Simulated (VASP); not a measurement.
The system is C.

```
C
1.0
     2.09307    0.00000    0.00000
     0.00000    3.14553    0.00000
     0.00000    0.00000    2.01755
C
2
Direct
  0.00000 0.00000 0.66879
  0.50000 0.50000 0.33121
```

```yaml
Program: VASP 6.6.1
Task: relaxation of cell and atoms
Functional: PBE
Potentials_or_basis: VASP PAW PBE potentials, release 64 (C)
Cutoff: 600 eV
k_mesh: 8 × 6 × 8
Occupations: gaussian, width 0.1 eV
Spin: no spin polarisation
```

At the start: pressure 2.4 GPa; volume 6.64 Å³/atom.

Q: How do energy, volume and symmetry change on relaxing?

A: Over 23 steps the energy falls by 1345.1 meV/atom and the volume is 5.60 Å³/atom (-15.7 %); space group Cmmm (No. 65, to 0.05 Å).

The path:
| step | energy change (eV) | largest force (eV/Å) | pressure (GPa) | volume (Å³) |
| --- | --- | --- | --- | --- |
| 1 | 0.0000 | 3.0194 | 2.37 | 13.28 |
| 2 | -0.9305 | 2.5750 | -24.43 | 13.46 |
| 3 | -1.1525 | 2.5580 | -33.42 | 13.83 |
| 4 | -1.5642 | 1.0574 | -42.37 | 13.72 |
| 5 | -1.5750 | 0.2343 | -42.29 | 13.65 |
| 6 | -2.0919 | 1.0950 | -28.65 | 12.34 |
| 7 | -2.2811 | 2.2536 | -10.94 | 11.44 |
| 8 | -2.3001 | 1.9613 | 41.15 | 10.58 |
| 9 | -2.4361 | 2.1557 | 10.59 | 10.99 |
| 10 | -2.5881 | 1.1112 | 2.53 | 11.20 |
| 11 | -2.6390 | 0.1043 | -3.80 | 11.40 |
| 12 | -2.6391 | 0.0609 | -4.05 | 11.41 |
| 13 | -2.6494 | 0.0171 | -2.18 | 11.30 |
| 14 | -2.6529 | 0.2525 | 4.80 | 10.97 |
| 15 | -2.6570 | 0.1652 | 1.93 | 11.09 |
| 16 | -2.6618 | 0.1753 | 3.37 | 11.05 |
| 17 | -2.6736 | 0.2033 | 7.99 | 10.91 |
| 18 | -2.6739 | 0.2130 | 10.19 | 10.86 |
| 19 | -2.6843 | 0.1471 | 5.87 | 10.99 |
| 20 | -2.6864 | 0.1090 | 3.51 | 11.06 |
| 21 | -2.6895 | 0.0717 | 1.81 | 11.13 |
| 22 | -2.6899 | 0.0554 | 1.13 | 11.16 |
| 23 | -2.6901 | 0.0305 | -0.18 | 11.19 |

Final structure:
```cif
data_structure
_symmetry_space_group_name_H-M 'P 1'
_symmetry_Int_Tables_number 1
_cell_length_a 1.9334
_cell_length_b 3.6542
_cell_length_c 1.5845
_cell_angle_alpha 90.000
_cell_angle_beta 90.000
_cell_angle_gamma 90.000
_cell_volume 11.19
loop_
_atom_site_label
_atom_site_type_symbol
_atom_site_fract_x
_atom_site_fract_y
_atom_site_fract_z
_atom_site_occupancy
C1 C 0.00000 0.00000 0.50099 1
C2 C 0.50000 0.50000 0.49901 1
```

Caveat: the k points lie up to 0.50 Å⁻¹ apart in the final cell; the volume moved by over 15 % at a fixed basis, so the end points are rough.
